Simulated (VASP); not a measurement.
Here is a VASP 6.6.1 calculation.

POSCAR

```
Al
1.0
    0.0000000000     -3.1887371512      3.1887371512
    3.1887371512     -3.1887371512      0.0000000000
    3.1887371512      0.0000000000      3.1887371512
Al
4
Direct
   -0.0133649384      0.0067641886     -0.0155307418
    0.1944078162      0.2548639412      0.2657537494
    0.5365424949      0.5739898901      0.4468042183
    0.7824146273      0.6643819801      0.8029727740
```

File INCAR.step1:

```
ALGO = Normal
EDIFF = 1E-4
ENCUT = 520
GGA = PE
ISMEAR = 0
LASPH = True
LCHARG = False
LREAL = False
LWAVE = True
NBANDS = 14
NELM = 80
PREC = Accurate
SIGMA = 0.15
```

File INCAR.step2:

```
ALGO = Normal
EDIFF = 1E-6
ENCUT = 520
ISIF = 2
ISMEAR = 0
ISTART = 1
LASPH = True
LCHARG = False
LMIXTAU = True
LREAL = False
LWAVE = False
METAGGA = R2SCAN
NBANDS = 14
NELM = 80
PREC = Accurate
SIGMA = 0.15
```

Contents of KPOINTS:

```
k-points
0
Gamma
  10 10 10
```

Potentials or basis: VASP PAW PBE potentials, release 64 (Al).

The run is started by

```bash
$ cat potpaw_PBE.64/Al/POTCAR > POTCAR
$ cp INCAR.step1 INCAR
$ mpirun -np 1 vasp_std > vasp.out
$ cp INCAR.step2 INCAR
$ mpirun -np 1 vasp_std > vasp.out
```

Question: What does it give for the pressure?

Answer: 7.2 GPa.

Question: Estimate the band gap on the k mesh.

Answer: Zero (bands 6 and 7 overlap by 2.49 eV).

Question: What does it give for the largest force?

Answer: 2.417 eV/Å.

Stress tensor (GPa, compression positive):
```
10.02 -0.83 -1.47
-0.83  3.78  2.99
-1.47  2.99  7.88
```

Caveat: the cell differs from its parent crystal (atoms moved at random); the cell stands under pressure; the PAW data sets were made with another functional, which shifts forces and pressure a little.
